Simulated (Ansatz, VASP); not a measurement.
One calculation of I, two programs

File INCAR:

```
SYSTEM = I
  ALGO = Normal
  EDIFF = 1E-6
  ENCUT = 500
  GGA = PE
  GGA_COMPAT = .False.
  ISIF = 2
  ISMEAR = 0
  LASPH = .True.
  LCHARG = .True.
  LELF = .True.
  LREAL = .False.
  LVHAR = .True.
  LWAVE = .False.
  NBANDS = 10
  NELM = 120
  PREC = Accurate
  SIGMA = 0.1
```

KPOINTS

```
k-points
0
Gamma
  6 6 6
  0 0 0
```

Contents of POSCAR:

```
I
1.0
    0.0000000000      2.2574318679      3.7310602219
    2.0920036576      0.0000000000      3.7310602219
    2.0920036576      2.2574318679      0.0000000000
I
1
Direct
    0.0000000000      0.0000000000      0.0000000000
```

Input for Ansatz:

```yaml
crystal:
  lattice:
    - [0.0, 2.2574318679, 3.7310602219]
    - [2.0920036576, 0.0, 3.7310602219]
    - [2.0920036576, 2.2574318679, 0.0]
  atoms:
    - { symbol: I, position: [0.0, 0.0, 0.0] }
basis:
  ecutwfc: 420
kpoints:
  mp_grid: { grid: [6, 6, 6] }
hamiltonian:
  xc: pbe
scf:
  occupations: { method: gaussian, width: 0.1 }
  n_extra_bands: 5
output:
  forces: true
  stress: true
  eigenvalues: true
```

Alike in both runs: task single point; functional PBE; k mesh 6 × 6 × 6; occupations gaussian, width 0.1 eV; no spin polarisation.

|  | VASP | Ansatz |
| --- | --- | --- |
| version | VASP 6.6.1 | Ansatz 0.2.0 |
| potentials or method | VASP PAW PBE potentials, release 64 (I), cutoff 500 eV | scalar-relativistic, plane waves, PAW |
| valence electrons in the cell | 7 | 17 |

```tsv
	VASP	Ansatz	Ansatz less VASP
gap on the k mesh at the Fermi level (eV)	none	none	-
pressure (GPa)	5.8	5.9	+0.05
traceless stress, the component that is largest in VASP (GPa)	-4.14	-4.20	-0.052
```

A gap of «none» marks a metal or a gap that the smearing closes. The functional is the same, so the differences come from potentials, cutoffs and numerics. VASP's potentials hold 7 valence electrons a cell and Ansatz's 17, so a difference there can come from the potentials and not from the codes.

The k mesh is coarse, so the values compare programs but aren't converged. Neither program's run includes spin-orbit coupling.
